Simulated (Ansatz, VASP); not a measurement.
# One calculation of GaOsC4N4, two programs

INCAR

```
ALGO = Normal
EDIFF = 1E-6
ENCUT = 520
GGA = PE
ISIF = 2
ISMEAR = 0
ISPIN = 2
LASPH = T
LCHARG = F
LMAXMIX = 4
LORBIT = 11
LREAL = F
LWAVE = F
MAGMOM = 0 1 0 0 0 0 0 0 0 0
NBANDS = 44
NELM = 150
PREC = Accurate
SIGMA = 0.1
```

Contents of KPOINTS:

```
k-points
0
Gamma
  4 4 4
```

POSCAR

```
GaOsC4N4
1.0
    5.8323924200      0.0000000000      0.0000000000
    0.0000000000      5.8323924200      0.0000000000
    0.0000000000      0.0000000000      5.8323924200
Ga Os C N
1 1 4 4
Direct
    0.5000000000      0.5000000000      0.5000000000
    0.0000000000      0.0000000000      0.0000000000
    0.1876856100      0.1876856100      0.1876856100
    0.1876856100      0.8123143900      0.8123143900
    0.8123143900      0.1876856100      0.8123143900
    0.8123143900      0.8123143900      0.1876856100
    0.3035042600      0.3035042600      0.3035042600
    0.3035042600      0.6964957400      0.6964957400
    0.6964957400      0.3035042600      0.6964957400
    0.6964957400      0.6964957400      0.3035042600
```

Input for Ansatz:

```yaml
crystal:
  lattice:
    - [5.83239242, 0.0, 0.0]
    - [0.0, 5.83239242, 0.0]
    - [0.0, 0.0, 5.83239242]
  atoms:
    - { symbol: Ga, position: [0.5, 0.5, 0.5] }
    - { symbol: Os, position: [0.0, 0.0, 0.0], spin: 1.0 }
    - { symbol: C, position: [0.18768561, 0.18768561, 0.18768561] }
    - { symbol: C, position: [0.18768561, 0.81231439, 0.81231439] }
    - { symbol: C, position: [0.81231439, 0.18768561, 0.81231439] }
    - { symbol: C, position: [0.81231439, 0.81231439, 0.18768561] }
    - { symbol: "N", position: [0.30350426, 0.30350426, 0.30350426] }
    - { symbol: "N", position: [0.30350426, 0.69649574, 0.69649574] }
    - { symbol: "N", position: [0.69649574, 0.30350426, 0.69649574] }
    - { symbol: "N", position: [0.69649574, 0.69649574, 0.30350426] }
basis:
  ecutwfc: 420
kpoints:
  mp_grid: { grid: [4, 4, 4] }
hamiltonian:
  xc: pbe
scf:
  occupations: { method: gaussian, width: 0.1 }
  lower_state_search: "off"
output:
  forces: true
  stress: true
  eigenvalues: true
  populations: true
magnetization:
  spin_polarized: true
```

Alike in both runs: task single point; functional PBE; k mesh 4 × 4 × 4; occupations gaussian, width 0.1 eV; collinear spin.

|  | VASP | Ansatz |
| --- | --- | --- |
| version | VASP 6.6.1 | Ansatz 0.2.0 |
| potentials or method | VASP PAW PBE potentials, release 64 (Ga_d, Os, C, N), cutoff 520 eV | scalar-relativistic, plane waves, PAW |
| valence electrons in the cell | 57 | 65 |

Ansatz gave:

| Quantity | Value |
| --- | --- |
| gap on the k mesh at the Fermi level (eV) | 0.10 |
| least direct gap on the mesh (eV) | 0.52 |
| pressure (GPa) | 1.7 |
| rms of the force components (eV/Å) | 1.314 |
| net moment per atom (μB) | 0.30 |
| size of the moment on the site where the two differ most (μB) | 0.52 |

Q: Estimate VASP's values.

A: gap on the k mesh at the Fermi level (eV): 0.10; least direct gap on the mesh (eV): 0.52; pressure (GPa): 2.4; rms of the force components (eV/Å): 1.446; net moment per atom (μB): 0.30; size of the moment on the site where the two differ most (μB): 1.19.

Site moments also hang on the region over which each program counts them. Atom by atom the forces differ by 0.138 eV/Å (rms over components). VASP's potentials hold 57 valence electrons a cell and Ansatz's 65, so a difference there can come from the potentials and not from the codes.

Spin-orbit coupling is off throughout. Noted on VASP's run: the standard files for N, O and F lose accuracy on very short bonds.
